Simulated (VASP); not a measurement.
The system is Pt.

```xyz
2
Lattice="0.0000 2.7314 2.7314 2.7314 0.0000 2.7314 2.7314 2.7314 0.0000" Properties=species:S:1:pos:R:3 pbc="T T T"
Pt    0.6829    0.6829    0.6829
Pt    4.7800    4.7800    4.7800
```

| Property | Result |
| --- | --- |
| Program | VASP 6.6.1 |
| Task | relaxation of cell and atoms |
| Functional | RPBE |
| Potentials or basis | VASP PAW PBE potentials, release 64 (Pt) |
| Cutoff | 600 eV |
| k mesh | 10 × 10 × 10 |
| Occupations | fermi-dirac, width 0.1 eV |
| Spin | no spin polarisation |

At the start: pressure 32.5 GPa; volume 20.38 Å³/atom.

Question: How do energy, volume and symmetry change on relaxing?

Answer: Over 5 steps the energy falls by 357.8 meV/atom and the volume is 24.68 Å³/atom (+21.1 %); space group Fd-3m (No. 227, to 0.05 Å).

The path:
```csv
step,energy change (eV),largest force (eV/Å),pressure (GPa),volume (Å³)
1,0.0000,0.0000,32.54,40.76
2,0.5543,0.0000,-12.91,70.37
3,-0.7080,0.0000,-2.13,50.47
4,-0.7149,0.0000,-0.67,49.70
5,-0.7156,0.0000,0.00,49.36
```

Final structure:
```
Pt
1.0
     0.00000    2.91139    2.91139
     2.91139    0.00000    2.91139
     2.91139    2.91139    0.00000
Pt
2
Direct
  0.12500 0.12500 0.12500
  0.87500 0.87500 0.87500
```

Caveat: the volume moved by over 15 % at a fixed basis, so the end points are rough; the PAW data sets were made with another functional, which shifts forces and pressure a little.
